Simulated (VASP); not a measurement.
Set up this calculation in VASP 6.6.1, as the native input.

```
Task                   : single point
Functional             : PBE
Potentials or basis    : VASP PAW PBE potentials, release 64 (Sn_d, Te, As)
Cutoff                 : 520 eV
k mesh                 : 6 × 6 × 6
Occupations            : gaussian, width 0.1 eV
Spin                   : no spin polarisation
Dipole correction      : no
Further INCAR settings : ALGO = Normal; EDIFF = 1e-06; NBANDS = 30
```

The structure of Sn2TeAs2 lies in POSCAR:

```
Sn2TeAs2
1.0
   -2.4206724000      2.4206724000      5.7817415000
    2.4206724000     -2.4206724000      5.7817415000
    2.4206724000      2.4206724000     -5.7817415000
Sn Te As
2 1 2
Direct
    0.3849999900      0.3849999900      0.0000000000
    0.6150000100      0.6150000100      0.0000000000
    0.0000000000      0.0000000000      0.0000000000
    0.7500000000      0.2500000000      0.5000000000
    0.2500000000      0.7500000000      0.5000000000
```

The cell was generated, and may not be a known phase.

The input as run:

INCAR

```
SYSTEM = Sn2TeAs2
PREC = Accurate
ENCUT = 520
EDIFF = 1E-6
ISMEAR = 0
SIGMA = 0.1
LREAL = .False.
LASPH = .True.
NELM = 80
ALGO = Normal
ISIF = 2
LWAVE = .False.
LCHARG = .False.
GGA = PE
NBANDS = 30
```

KPOINTS

```
regular mesh
0
Gamma
  6 6 6
  0 0 0
```

Potentials or basis: VASP PAW PBE potentials, release 64 (Sn_d, Te, As).

The run is started by

```bash
$ cat potpaw_PBE.64/Sn_d/POTCAR potpaw_PBE.64/Te/POTCAR potpaw_PBE.64/As/POTCAR > POTCAR
$ mpirun -np 1 vasp_std > vasp.out
```

Results of the run:

| Item | Value |
| --- | --- |
| Pressure | -0.3 GPa |
| Largest force | 2.164 eV/Å |
| Band gap on the k mesh | zero (bands 22 and 23 overlap by 1.43 eV) |

Caveat: spin-orbit coupling is left out, which moves the levels of the heavy elements; forces of over 1 eV/Å act on the atoms, so gaps and moduli don't describe the material at rest.

Wall time 90 s on 1 thread of Intel(R) Xeon(R) 6975P-C (Granite Rapids) (shared host), peak memory 0.41 GiB.
